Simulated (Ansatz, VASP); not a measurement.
## SnO2 in VASP and in Ansatz

The input INCAR:

```
ALGO = Normal ; EDIFF = 1E-6
ENCUT = 520 ; GGA = PE
ISIF = 2 ; ISMEAR = -1
LASPH = T ; LCHARG = T
LELF = T ; LREAL = F
LVHAR = T ; LWAVE = F
NBANDS = 35 ; NELM = 80
PREC = Accurate ; SIGMA = 0.02
```

KPOINTS

```
k-points
0
Gamma
  6 6 8
```

Contents of POSCAR:

```
SnO2
1.0
    4.8081794617      0.0000000000      0.0000000000
    0.0000000000      4.8081794617      0.0000000000
    0.0000000000      0.0000000000      3.1791028580
Sn O
2 4
Direct
    0.0000000000      0.0000000000      0.0000000000
    0.5000000000      0.5000000000      0.5000000000
    0.3059414550      0.3059414550      0.0000000000
    0.1940585450      0.8059414550      0.5000000000
    0.8059414550      0.1940585450      0.5000000000
    0.6940585450      0.6940585450      0.0000000000
```

Input for Ansatz:

```yaml
crystal:
  lattice:
    - [4.8081794617, 0.0, 0.0]
    - [0.0, 4.8081794617, 0.0]
    - [0.0, 0.0, 3.179102858]
  atoms:
    - { symbol: Sn, position: [0.0, 0.0, 0.0] }
    - { symbol: Sn, position: [0.5, 0.5, 0.5] }
    - { symbol: O, position: [0.305941455, 0.305941455, 0.0] }
    - { symbol: O, position: [0.194058545, 0.805941455, 0.5] }
    - { symbol: O, position: [0.805941455, 0.194058545, 0.5] }
    - { symbol: O, position: [0.694058545, 0.694058545, 0.0] }
kpoints:
  mp_grid: { grid: [6, 6, 8] }
  band_path:
    path:
      - [0.0, 0.0, 0.0]
      - [0.0, 0.5, 0.0]
      - [0.5, 0.5, 0.0]
      - [0.0, 0.0, 0.5]
      - [0.0, 0.5, 0.5]
      - [0.5, 0.5, 0.5]
    npoints: 1
hamiltonian:
  xc: pbe
scf:
  occupations: { method: fermi_dirac, width: 0.02 }
  n_extra_bands: 5
output:
  forces: true
  stress: true
  eigenvalues: true
  write_density: true
  write_potential: true
  elf: true
  volumetric_format: npy
```

Change from the starting cell: epitaxial_xy strain +1.0%.

Alike in both runs: task single point; functional PBE; k mesh 6 × 6 × 8; occupations fermi-dirac, width 0.02 eV; no spin polarisation.

```csv
,VASP,Ansatz
version,VASP 6.6.1,Ansatz 0.2.0
potentials or method,"VASP PAW PBE potentials, release 64 (Sn_d, O)","plane waves, PAW"
plane-wave cutoff (eV),520,420
valence electrons in the cell,52,52
```

```tsv
	VASP	Ansatz	Ansatz less VASP
gap on the k mesh at the Fermi level (eV)	1.00	1.01	+0.011
pressure (GPa)	6.2	5.6	-0.67
traceless stress, the component that is largest in VASP (GPa)	3.26	3.04	-0.220
rms of the force components (eV/Å)	0.032	0.022	-0.0097
```

Atom by atom the forces differ by 0.010 eV/Å (rms over components).
